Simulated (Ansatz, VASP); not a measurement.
**PtSe2 in VASP and in Ansatz**

```
CELL_PARAMETERS angstrom
3.77268 0.00000 0.00000
-1.88634 3.26724 0.00000
0.00000 0.00000 4.81651
ATOMIC_POSITIONS crystal
Pt 0.00000 0.00000 0.00000
Se 0.33333 0.66667 0.26557
Se 0.66667 0.33333 0.73443
```

Alike in both runs: functional PBE; dispersion D3(BJ); k mesh 14 × 14 × 10; occupations gaussian, width 0.05 eV; no spin polarisation.

Ansatz relaxed the structure, and its values are those at the end. VASP's run is a single point on that final structure, the one shown.

|  | VASP | Ansatz |
| --- | --- | --- |
| version | VASP 6.6.1 | Ansatz 0.2.0 |
| potentials or method | VASP PAW PBE potentials, release 64 (Pt, Se) | scalar-relativistic, plane waves, PAW |
| plane-wave cutoff (eV) | 520 | 420 |
| valence electrons in the cell | 22 | 50 |

|  | VASP | Ansatz | Ansatz less VASP |
| --- | --- | --- | --- |
| gap on the k mesh at the Fermi level (eV) | none | none | - |
| pressure (GPa) | 0.0 | 0.0 | +0.02 |

A gap of «none» marks a metal or a gap that the smearing closes. VASP's potentials hold 22 valence electrons a cell and Ansatz's 50, so a difference there can come from the potentials and not from the codes.

Spin-orbit coupling is off throughout.
